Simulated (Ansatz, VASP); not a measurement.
# Al6Co5Ni: VASP beside Ansatz

The input INCAR:

```
SYSTEM = Al6Co5Ni
PREC     = Accurate       ! precision mode
ENCUT    = 520            ! plane-wave cutoff, eV
EDIFF    = 1E-7           ! SCF threshold, eV
ISMEAR   = 0              ! smearing method
SIGMA    = 0.1            ! smearing width, eV
LREAL    = .FALSE.        ! projectors in reciprocal space
LASPH    = .TRUE.         ! aspherical terms in the spheres
NELM     = 150            ! most SCF steps
ALGO     = Normal         ! electronic algorithm
ISIF     = 2              ! what is computed and relaxed
LWAVE    = .FALSE.        ! write WAVECAR
LCHARG   = .FALSE.        ! write CHGCAR
ISPIN    = 2              ! spin polarisation
MAGMOM   = 0 0 0 0 0 0 3 3 3 3 3 2 ! initial moments
LORBIT   = 11             ! projections on sites
LMAXMIX  = 4              ! l up to which the mixer works
GGA      = PE             ! functional
NBANDS   = 52             ! bands
```

KPOINTS

```
Automatic mesh
0
G
  4 4 2
  0 0 0
```

File POSCAR:

```
Al6Co5Ni
1.0
    4.1903476400      0.0000000000      0.0000000000
    0.0000000000      4.1903476400      0.0000000000
    0.0000000000      0.0000000000      8.8890697000
Al Co Ni
6 5 1
Direct
    0.0000000000      0.5000000000      0.8333333300
    0.0000000000      0.5000000000      0.1666666700
    0.0000000000      0.5000000000      0.5000000000
    0.5000000000      0.0000000000      0.8333333300
    0.5000000000      0.0000000000      0.1666666700
    0.5000000000      0.0000000000      0.5000000000
    0.0000000000      0.0000000000      0.6666666700
    0.0000000000      0.0000000000      0.3333333300
    0.5000000000      0.5000000000      0.6666666700
    0.5000000000      0.5000000000      0.0000000000
    0.5000000000      0.5000000000      0.3333333300
    0.0000000000      0.0000000000      0.0000000000
```

Input for Ansatz:

```yaml
crystal:
  lattice:
    - [4.19034764, 0.0, 0.0]
    - [0.0, 4.19034764, 0.0]
    - [0.0, 0.0, 8.8890697]
  atoms:
    - { symbol: Al, position: [0.0, 0.5, 0.83333333] }
    - { symbol: Al, position: [0.0, 0.5, 0.16666667] }
    - { symbol: Al, position: [0.0, 0.5, 0.5] }
    - { symbol: Al, position: [0.5, 0.0, 0.83333333] }
    - { symbol: Al, position: [0.5, 0.0, 0.16666667] }
    - { symbol: Al, position: [0.5, 0.0, 0.5] }
    - { symbol: Co, position: [0.0, 0.0, 0.66666667], spin: 3.0 }
    - { symbol: Co, position: [0.0, 0.0, 0.33333333], spin: 3.0 }
    - { symbol: Co, position: [0.5, 0.5, 0.66666667], spin: 3.0 }
    - { symbol: Co, position: [0.5, 0.5, 0.0], spin: 3.0 }
    - { symbol: Co, position: [0.5, 0.5, 0.33333333], spin: 3.0 }
    - { symbol: Ni, position: [0.0, 0.0, 0.0], spin: 2.0 }
basis:
  ecutwfc: 420
kpoints:
  mp_grid: { grid: [4, 4, 2] }
hamiltonian:
  xc: pbe
scf:
  occupations: { method: gaussian, width: 0.1 }
  lower_state_search: "off"
output:
  forces: true
  stress: true
  eigenvalues: true
  populations: true
magnetization:
  spin_polarized: true
```

Alike in both runs: task single point; functional PBE; k mesh 4 × 4 × 2; occupations gaussian, width 0.1 eV; collinear spin.

|  | VASP | Ansatz |
| --- | --- | --- |
| version | VASP 6.6.1 | Ansatz 0.2.0 |
| potentials or method | VASP PAW PBE potentials, release 64 (Al, Co, Ni), cutoff 520 eV | scalar-relativistic, plane waves, PAW |
| valence electrons in the cell | 73 | 121 |

|  | VASP | Ansatz | Ansatz less VASP |
| --- | --- | --- | --- |
| gap on the k mesh at the Fermi level (eV) | none | none | - |
| pressure (GPa) | -14.4 | -14.4 | +0.03 |
| traceless stress, the component that is largest in VASP (GPa) | 0.06 | 0.00 | -0.063 |
| rms of the force components (eV/Å) | 0.082 | 0.083 | +0.0006 |
| net moment per atom (μB) | 0.12 | 0.13 | +0.005 |
| size of the moment on the site where the two differ most (μB) | 0.36 | 0.41 | +0.051 |

Site moments also hang on the region over which each program counts them. Atom by atom the forces differ by 0.001 eV/Å (rms over components). A gap of «none» marks a metal or a gap that the smearing closes. The functional is the same, so the differences come from potentials, cutoffs and numerics. VASP's potentials hold 73 valence electrons a cell and Ansatz's 121, so a difference there can come from the potentials and not from the codes. Ansatz's warnings: seeded moment not kept.

The k mesh is coarse, so the values compare programs but aren't converged.
